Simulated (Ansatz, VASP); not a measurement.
Hg in VASP and in Ansatz

INCAR

```
SYSTEM = Hg
PREC = Accurate ; ENCUT = 550
EDIFF = 1E-6 ; ISMEAR = -1
SIGMA = 0.1 ; LREAL = .FALSE.
LASPH = .TRUE. ; NELM = 120
ALGO = Normal ; ISIF = 2
LWAVE = .FALSE. ; LCHARG = .FALSE.
GGA = CA ; NBANDS = 16
GGA_COMPAT = .FALSE.
```

Contents of KPOINTS:

```
Automatic mesh
0
G
  15 15 15
  0 0 0
```

POSCAR

```
Hg
1.0
   -1.4995290052      1.4995290052      1.4995290052
    1.4995290052     -1.4995290052      1.4995290052
    1.4995290052      1.4995290052     -1.4995290052
Hg
1
Direct
    0.0000000000      0.0000000000      0.0000000000
```

Input for Ansatz:

```yaml
crystal:
  lattice:
    - [-1.4995290052, 1.4995290052, 1.4995290052]
    - [1.4995290052, -1.4995290052, 1.4995290052]
    - [1.4995290052, 1.4995290052, -1.4995290052]
  atoms:
    - { symbol: Hg, position: [0.0, 0.0, 0.0] }
kpoints:
  mp_grid: { grid: [15, 15, 15] }
  band_path:
    path:
      - [0.0, 0.0, 0.0]
      - [0.5, -0.5, 0.5]
      - [0.0, 0.0, 0.5]
      - [0.0, 0.0, 0.0]
      - [0.25, 0.25, 0.25]
      - [0.5, -0.5, 0.5]
      - [0.25, 0.25, 0.25]
      - [0.0, 0.0, 0.5]
    npoints: 8
scf:
  occupations: { method: fermi_dirac, width: 0.1 }
hamiltonian:
  xc: lda
  pseudopotentials: { kind: paw }
output:
  forces: true
  stress: true
  eigenvalues: true
  populations: true
  dos: { projected: true, de: 0.2, e_range: [-14, 8] }
```

Change from the starting cell: volume scaled by 0.6, PAW files.

Alike in both runs: task single point; functional LDA; k mesh 15 × 15 × 15; occupations fermi-dirac, width 0.1 eV; no spin polarisation.

|  | VASP | Ansatz |
| --- | --- | --- |
| version | VASP 6.6.1 | Ansatz 0.2.0 |
| potentials or method | VASP PAW LDA potentials, release 64 (Hg_sv_GW) | PAW with Ansatz's default frozen-core files, scalar-relativistic |
| plane-wave cutoff (eV) | 550 | 420 |
| valence electrons in the cell | 20 | 20 |

```tsv
	VASP	Ansatz	Ansatz less VASP
pressure (GPa)	135.9	134.0	-1.89
```

LDA's correlation is that of Perdew and Zunger in VASP and of Perdew and Wang (1992) in Ansatz. Both programs put the cell under a high pressure, so it lies far from rest at this level.

Spin-orbit coupling is off throughout. Noted on VASP's run: the cell as given lies far from equilibrium.
